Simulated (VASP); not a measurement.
Br, 2 atoms in the cell. It takes space group P6_3/mmc (No. 194, hexagonal). Conventional cell: a = 2.792 Å, b = 2.792 Å, c = 5.919 Å, α = 90.00°, β = 90.00°, γ = 120.00°. Within 3.7 Å of Br (site symmetry -6m2) lie 12 Br at 2.79 to 3.37 Å. 

| Property | Result |
| --- | --- |
| Program | VASP 6.6.1 |
| Task | single point |
| Functional | PBE |
| Potentials or basis | VASP PAW PBE potentials, release 64 (Br) |
| Cutoff | 520 eV |
| k mesh | 8 × 8 × 4 |
| Occupations | gaussian, width 0.02 eV |
| Spin | no spin polarisation |
| Dipole correction | no |
| Further INCAR settings | ALGO = Normal; EDIFF = 1e-06; NBANDS = 14 |

Potentials or basis: VASP PAW PBE potentials, release 64 (Br).

Run with:

```console
$ cat potpaw_PBE.64/Br/POTCAR > POTCAR
$ mpirun -np 1 vasp_std > vasp.out
```

Hardware: 1 thread of Intel(R) Xeon(R) Platinum 8375C CPU @ 2.90GHz (Ice Lake), with other jobs on the host.

Question: Estimate the wall time of this run.

Answer: It took 9.8 s on 1 thread of Intel(R) Xeon(R) Platinum 8375C CPU @ 2.90GHz (Ice Lake), with other jobs on the host, peak memory 0.16 GiB. Counts: scf iterations 11, k points 30.
